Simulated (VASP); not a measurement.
# Ti (R-3m) in VASP: notebook

Runs on Ti. Level: PBE. Tasks: single point.

All numbers are computed with VASP 6.6.1; they aren't measurements. Logs are shortened: lines on timing, memory, paths and dates and some standing lists are left out, and cuts for length are marked.

**1. The cell of the first run**

The structure is trigonal, space group R-3m (No. 166). The conventional cell has a = 2.885 Å, b = 2.885 Å, c = 6.962 Å, α = 90.00°, β = 90.00°, γ = 120.00°. Ti (site symmetry -3m) has 12 Ti at 2.86 to 2.89 Å within 3.8 Å.

This isn't the form of Ti at room conditions, which is hcp.

**2. Single point, PBE (equal xy, yz and zx shear strains of -1 %)**

File INCAR:

```
SYSTEM = Ti
ALGO = Normal
EDIFF = 1E-6
ENCUT = 520
GGA = PE
ISIF = 2
ISMEAR = -1
LASPH = .TRUE.
LCHARG = .TRUE.
LELF = .TRUE.
LREAL = .FALSE.
LVHAR = .TRUE.
LWAVE = .FALSE.
NBANDS = 12
NELM = 80
PREC = Accurate
SIGMA = 0.05
```

File KPOINTS:

```
k-points
0
G
  15 15 15
  0 0 0
```

File POSCAR:

```
Ti
1.0
   -0.0203000000      2.0198500000      2.0198500000
    2.0198500000     -0.0203000000      2.0198500000
    2.0198500000      2.0198500000     -0.0203000000
Ti
1
Direct
    0.0000000000      0.0000000000      0.0000000000
```

Potentials or basis: VASP PAW PBE potentials, release 64 (Ti_sv).

Started as:

```console
cat potpaw_PBE.64/Ti_sv/POTCAR > POTCAR
mpirun -np 1 vasp_std > vasp.out
```

OUTCAR:

```text
SYSTEM = Ti
   EDIFF = 1E-6
   ENCUT = 520
   GGA = PE
   ISIF = 2
   ISMEAR = -1
   LASPH = .TRUE.
   LREAL = .FALSE.
   NELM = 80
   PREC = Accurate

 ion  position               nearest neighbor table
   1  0.000  0.000  0.000-

  LATTYP: Found a trigonal (rhomboedric) cell.
 ALAT       =     2.8565713950
 COS(alpha) =     0.4899250057

  Lattice vectors:

 A1 = (  -0.0203000000,   2.0198500000,   2.0198500000)
 A2 = (   2.0198500000,  -0.0203000000,   2.0198500000)
 A3 = (   2.0198500000,   2.0198500000,  -0.0203000000)

Analysis of symmetry for initial positions (statically):
=====================================================================
 Subroutine PRICEL returns:
 Original cell was already a primitive cell.

 Routine SETGRP: Setting up the symmetry group for a
 trigonal (rhombohedral) supercell.

 Subroutine GETGRP returns: Found 12 space group operations
 (whereof 12 operations were pure point group operations)
 out of a pool of 12 trial point group operations.

The static configuration has the point symmetry D_3d.

Analysis of symmetry for dynamics (positions and initial velocities):
=====================================================================
 Subroutine PRICEL returns:
 Original cell was already a primitive cell.

 Routine SETGRP: Setting up the symmetry group for a
 trigonal (rhombohedral) supercell.

 Subroutine GETGRP returns: Found 12 space group operations
 (whereof 12 operations were pure point group operations)
 out of a pool of 12 trial point group operations.

The dynamic configuration has the point symmetry D_3d.

 Subroutine INISYM returns: Found 12 space group operations
 (whereof 12 operations are pure point group operations),
 and found     1 'primitive' translations

----------------------------------------------------------------------------------------

                                     Primitive cell

  volume of cell :      16.7296

  direct lattice vectors                    reciprocal lattice vectors
    -0.020300000  2.019850000  2.019850000    -0.243842241  0.246317796  0.246317796
     2.019850000 -0.020300000  2.019850000     0.246317796 -0.243842241  0.246317796
     2.019850000  2.019850000 -0.020300000     0.246317796  0.246317796 -0.243842241

  length of vectors
     2.856571395  2.856571395  2.856571395     0.425210480  0.425210480  0.425210480

  position of ions in fractional coordinates (direct lattice)
     0.000000000  0.000000000  0.000000000

  ion indices of the primitive-cell ions
   primitive index   ion index
                 1           1

[... 83 lines left out ...]
   NUPDOWN=      -1.0000    fix difference up-down
   EMIN   =  10.00;   EMAX   =-10.00  energy-range for DOS
   EFERMI =   0.00;   METHOD = LEGACY
   ISMEAR =    -1;   SIGMA  =   0.05  broadening in eV -4-tet -1-fermi 0-gaus
   EFERMI_NEDOS =   21; number of points for ismear=-14 and -15
   IALGO  =     38    algorithm
   IMIX   =      4    mixing-type and parameters
     AMIX     =   0.40;   BMIX     =  1.00
     AMIX_MAG =   1.60;   BMIX_MAG =  1.00
  volume/ion in A,a.u.               =      16.73       112.90
  Fermi-wavevector in a.u.,A,eV,Ry     =   1.465458  2.769314 29.219433  2.147568
  Thomas-Fermi vector in A             =   2.581313
   LORBIT       =      0    0 simple, 1 ext, 2 COOP (PROOUT), +10 PAW based schemes
   GGA     = PE    functional components
   LHFCALC =     F    Hartree Fock is set to
   AEXX    =    0.0000 exact exchange contribution
   IVDW    =     0    specifies the selected vdW correction
   LEPSILON=     F    determine dielectric tensor
   LRPA    =     F    only Hartree local field effects (RPA)
 non-spin polarized calculation
  energy-cutoff  :      520.00
  volume of cell :       16.73
 maximum number of plane-waves:       465
 NGX is ok and might be reduce to    24
   NGX = 11   NGY = 11   NGZ = 11

 number of electron      12.0000002 magnetization

 Free energy of the ion-electron system (eV)
  ---------------------------------------------------
  ext. energy  EPLUGINS =         0.00000000
  ---------------------------------------------------
  free energy    TOTEN  =        -7.77629339 eV

  energy without entropy =       -7.76277502  energy(sigma->0) =       -7.76953420

 E-fermi :   8.6272     XC(G=0): -11.6764

 val. band max:        8.6227592400   @ k =   0.4000   0.0667  -0.0000
 cond. band min:       8.6302117980   @ k =   0.2667   0.0000   0.0000
 fundamental gap:      0.0074525580
 Fermi energy:         8.6272208245

 k-point     1 :       0.0000    0.0000    0.0000
  band No.  band energies     occupation
      1     -48.0268      2.00000
      2     -23.8462      2.00000
      3     -23.8462      2.00000
      4     -23.8275      2.00000
      5       2.4399      2.00000
      6       9.4642      0.00000
      7       9.4642      0.00000
      8       9.6266      0.00000
      9      11.2381      0.00000
     10      11.2381      0.00000
     11      24.0737      0.00000
     12      28.5960      0.00000
[... 331 lines left out ...]
 k-point    24 :       0.2000    0.1333    0.0000
  band No.  band energies     occupation
      1     -47.9770      2.00000
      2     -24.0570      2.00000
      3     -23.9066      2.00000
      4     -23.8982      2.00000
      5       3.6963      2.00000
      6       8.6894      0.44761
      7       9.9279      0.00000
      8      10.1041      0.00000
      9      10.5529      0.00000
     10      11.5006      0.00000
     11      24.5805      0.00000
     12      25.4154      0.00000

 [... further k-points ...]

------------------------ aborting loop because EDIFF is reached ----------------------------------------

  FORCE on cell =-STRESS in cart. coord.  units (eV):
  Direction    XX          YY          ZZ          XY          YZ          ZX
  --------------------------------------------------------------------------------------
  -------------------------------------------------------------------------------------
  Total        0.4341020      0.4341020      0.4341020      0.0625845      0.0625845      0.0625845
  in kB       41.5735361     41.5735361     41.5735361      5.9936530      5.9936530      5.9936530
  external PRESSURE =      41.5735361 kB  Pullay stress =       0.0000000 kB

 VOLUME and BASIS-vectors are now :
 -----------------------------------------------------------------------------
  energy-cutoff  :      520.00
  volume of cell :       16.73
      direct lattice vectors                 reciprocal lattice vectors
    -0.020300000  2.019850000  2.019850000    -0.243842241  0.246317796  0.246317796
     2.019850000 -0.020300000  2.019850000     0.246317796 -0.243842241  0.246317796
     2.019850000  2.019850000 -0.020300000     0.246317796  0.246317796 -0.243842241

 POSITION                                       TOTAL-FORCE (eV/Angst)
 -----------------------------------------------------------------------------------
      0.00000      0.00000      0.00000         0.000000      0.000000     -0.000000
 -----------------------------------------------------------------------------------
    total drift:                                0.000000      0.000000     -0.000000

  FREE ENERGIE OF THE ION-ELECTRON SYSTEM (eV)
  ---------------------------------------------------
  free  energy   TOTEN  =        -7.7762933885 eV

  energy  without entropy=       -7.7627750198  energy(sigma->0) =       -7.76953420
```

OSZICAR:

```text
N       E                     dE             d eps       ncg     rms          rms(c)
DAV:   1     0.870542729254E+02    0.87054E+02   -0.65854E+03  8280   0.122E+03
DAV:   2    -0.437128999379E+01   -0.91426E+02   -0.88916E+02  8368   0.297E+02
DAV:   3    -0.863517546384E+01   -0.42639E+01   -0.42161E+01 11508   0.653E+01
DAV:   4    -0.872944729683E+01   -0.94272E-01   -0.94159E-01  9220   0.861E+00
DAV:   5    -0.873190132933E+01   -0.24540E-02   -0.24540E-02  9976   0.121E+00    0.862E+00
DAV:   6    -0.777776904263E+01    0.95413E+00   -0.19424E+00  9020   0.210E+01    0.232E+00
DAV:   7    -0.776509373049E+01    0.12675E-01   -0.10587E-01 10076   0.387E+00    0.131E+00
DAV:   8    -0.777597814692E+01   -0.10884E-01   -0.40117E-02  8520   0.247E+00    0.155E-01
DAV:   9    -0.777625423232E+01   -0.27609E-03   -0.41471E-03 10284   0.718E-01    0.913E-02
DAV:  10    -0.777631807784E+01   -0.63846E-04   -0.25385E-04  8660   0.185E-01    0.234E-02
DAV:  11    -0.777629393063E+01    0.24147E-04   -0.23234E-05  9888   0.595E-02    0.102E-02
DAV:  12    -0.777629338849E+01    0.54214E-06   -0.16598E-06  8696   0.169E-02
   1 F= -.77762934E+01 E0= -.77695342E+01  d E =-.135184E-01
```

stdout:

```text
POSCAR found type information on POSCAR Ti
 POSCAR found :  1 types and       1 ions
 scaLAPACK will be used
 LDA part: xc-table for (Slater+PW92), standard interpolation
 POSCAR, INCAR and KPOINTS ok, starting setup
 FFT: planning ... GRIDC
 FFT: planning ... GRID_SOFT
 FFT: planning ... GRID
 WAVECAR not read
 entering main loop
```

It took 81 s on 1 thread of Intel Xeon 8259CL, shared host; peak memory 0.19 GiB.

What came out:

```yaml
Free_energy: -7.7763 eV
Pressure: 4.2 GPa
Band_gap_on_the_k_mesh: zero (bands 6 and 7 overlap by 1.20 eV)
```

Levels at points of the mesh, in eV from the Fermi level:
| k point | band 4 | band 5 | band 6 | band 7 | band 8 | band 9 |
| --- | --- | --- | --- | --- | --- | --- |
| (0.00, 0.00, 0.00) | -32.45 | -6.19 | 0.84 | 0.84 | 1.00 | 2.61 |

Caveat: the cell differs from its parent crystal (equal xy, yz and zx shear strains of -1 %); the cell stands under pressure.

**3. Single point, PBE (equal xy, yz and zx shear strains of +2 %)**

File INCAR:

```
PREC = Accurate
ENCUT = 520
EDIFF = 1E-6
ISMEAR = -1
SIGMA = 0.05
LREAL = False
LASPH = True
NELM = 80
ALGO = Normal
ISIF = 2
LWAVE = False
LCHARG = True
GGA = PE
LELF = True
LVHAR = True
NBANDS = 12
```

File KPOINTS:

```
regular mesh
0
Gamma
  15 15 15
```

File POSCAR:

```
Ti
1.0
    0.0406000000      2.0503000000      2.0503000000
    2.0503000000      0.0406000000      2.0503000000
    2.0503000000      2.0503000000      0.0406000000
Ti
1
Direct
    0.0000000000      0.0000000000      0.0000000000
```

Potentials or basis: VASP PAW PBE potentials, release 64 (Ti_sv).

Started as:

```console
cat potpaw_PBE.64/Ti_sv/POTCAR > POTCAR
mpirun -np 1 vasp_std > vasp.out
```

Wall time 72 s (1 thread of Intel Xeon 8259CL, shared host); peak memory 0.19 GiB.

It converged, with:

| Item | Value |
| --- | --- |
| Free energy | -7.7733 eV |
| Pressure | 4.2 GPa |
| Band gap on the k mesh | zero (bands 6 and 7 overlap by 1.06 eV) |

Stress tensor (GPa, compression positive):
```
 4.16 -1.25 -1.25
-1.25  4.16 -1.25
-1.25 -1.25  4.16
```

Levels at points of the mesh, in eV from the Fermi level:
```
           k point  band 3  band 4  band 5  band 6  band 7  band 8  band 9  band 10
(0.00, 0.00, 0.00)  -32.45  -32.45   -6.19    0.68    0.99    0.99    2.62     2.62
```

Caveat: the cell differs from its parent crystal (equal xy, yz and zx shear strains of +2 %); the cell stands under pressure.

**4. Single point, PBE (equal xy, yz and zx shear strains of -2 %)**

INCAR is that of step 3.

File KPOINTS:

```
Automatic mesh
0
Gamma
  15 15 15
```

File POSCAR:

```
Ti
1.0
   -0.0406000000      2.0097000000      2.0097000000
    2.0097000000     -0.0406000000      2.0097000000
    2.0097000000      2.0097000000     -0.0406000000
Ti
1
Direct
    0.0000000000      0.0000000000      0.0000000000
```

Potentials or basis: VASP PAW PBE potentials, release 64 (Ti_sv).

Started as:

```console
cat potpaw_PBE.64/Ti_sv/POTCAR > POTCAR
mpirun -np 1 vasp_std > vasp.out
```

OUTCAR:

```text
PREC = Accurate
   ENCUT = 520
   EDIFF = 1E-6
   ISMEAR = -1
   LREAL = False
   LASPH = True
   NELM = 80
   ISIF = 2
   GGA = PE

 ion  position               nearest neighbor table
   1  0.000  0.000  0.000-

  LATTYP: Found a trigonal (rhomboedric) cell.
 ALAT       =     2.8424349667
 COS(alpha) =     0.4797000918

  Lattice vectors:

 A1 = (  -0.0406000000,   2.0097000000,   2.0097000000)
 A2 = (   2.0097000000,  -0.0406000000,   2.0097000000)
[... 538 lines left out ...]
     11      24.5013      0.00000
     12      25.4525      0.00000

 [... further k-points ...]

------------------------ aborting loop because EDIFF is reached ----------------------------------------

  FORCE on cell =-STRESS in cart. coord.  units (eV):
  Direction    XX          YY          ZZ          XY          YZ          ZX
  --------------------------------------------------------------------------------------
  -------------------------------------------------------------------------------------
  Total        0.4362163      0.4362163      0.4362163      0.1275687      0.1275687      0.1275687
  in kB       41.7854903     41.7854903     41.7854903     12.2199014     12.2199014     12.2199014
  external PRESSURE =      41.7854903 kB  Pullay stress =       0.0000000 kB

 VOLUME and BASIS-vectors are now :
 -----------------------------------------------------------------------------
  energy-cutoff  :      520.00
  volume of cell :       16.73
      direct lattice vectors                 reciprocal lattice vectors
    -0.040600000  2.009700000  2.009700000    -0.241378315  0.246355187  0.246355187
     2.009700000 -0.040600000  2.009700000     0.246355187 -0.241378315  0.246355187
     2.009700000  2.009700000 -0.040600000     0.246355187  0.246355187 -0.241378315

 POSITION                                       TOTAL-FORCE (eV/Angst)
 -----------------------------------------------------------------------------------
      0.00000      0.00000      0.00000         0.000000     -0.000000      0.000000
 -----------------------------------------------------------------------------------
    total drift:                                0.000000      0.000000      0.000000

  FREE ENERGIE OF THE ION-ELECTRON SYSTEM (eV)
  ---------------------------------------------------
  free  energy   TOTEN  =        -7.7733394420 eV

  energy  without entropy=       -7.7601224581  energy(sigma->0) =       -7.76673095
```

OSZICAR:

```text
N       E                     dE             d eps       ncg     rms          rms(c)
DAV:   1     0.872176656153E+02    0.87218E+02   -0.65514E+03  8264   0.120E+03
DAV:   2    -0.439945143264E+01   -0.91617E+02   -0.89197E+02  8424   0.298E+02
DAV:   3    -0.862798385372E+01   -0.42285E+01   -0.41838E+01 11588   0.651E+01
DAV:   4    -0.872259959932E+01   -0.94616E-01   -0.94521E-01  9160   0.851E+00
DAV:   5    -0.872509318354E+01   -0.24936E-02   -0.24935E-02  9976   0.117E+00    0.862E+00
DAV:   6    -0.777429931032E+01    0.95079E+00   -0.19413E+00  9052   0.210E+01    0.232E+00
DAV:   7    -0.776211769050E+01    0.12182E-01   -0.10916E-01  9976   0.389E+00    0.132E+00
DAV:   8    -0.777305314174E+01   -0.10935E-01   -0.40164E-02  8572   0.249E+00    0.159E-01
DAV:   9    -0.777329845708E+01   -0.24532E-03   -0.42365E-03 10308   0.732E-01    0.914E-02
DAV:  10    -0.777336370184E+01   -0.65245E-04   -0.25419E-04  8688   0.184E-01    0.241E-02
DAV:  11    -0.777333988269E+01    0.23819E-04   -0.24442E-05  9884   0.603E-02    0.972E-03
DAV:  12    -0.777333944198E+01    0.44071E-06   -0.13196E-06  8236   0.152E-02
   1 F= -.77733394E+01 E0= -.77667310E+01  d E =-.132170E-01
```

Wall time 68 s (1 thread of Intel Xeon 8259CL, shared host); peak memory 0.19 GiB.

What came out:

| Quantity | Value |
| --- | --- |
| Free energy | -7.7733 eV |
| Pressure | 4.2 GPa |
| Band gap on the k mesh | zero (bands 6 and 7 overlap by 1.18 eV) |

Caveat: the cell differs from its parent crystal (equal xy, yz and zx shear strains of -2 %); the cell stands under pressure.

**5. Summary**

```tsv
cell	gap on the mesh (eV)	pressure (GPa)
a = 2.857 Å, angles 60.7°, 1 atom	none	4.2
a = 2.900 Å, angles 58.7°, 1 atom	none	4.2
a = 2.842 Å, angles 61.3°, 1 atom	none	4.2
```

Alike in all rows: task single point; level PBE; potentials or basis VASP PAW PBE potentials, release 64 (Ti_sv); no spin polarisation; k mesh 15 × 15 × 15; cutoff (eV) 520; smearing fermi-dirac 0.05 eV.

Caveats: the cell stands under pressure.

Total energies depend on the potentials used, so only differences within one code and one set of settings carry meaning.
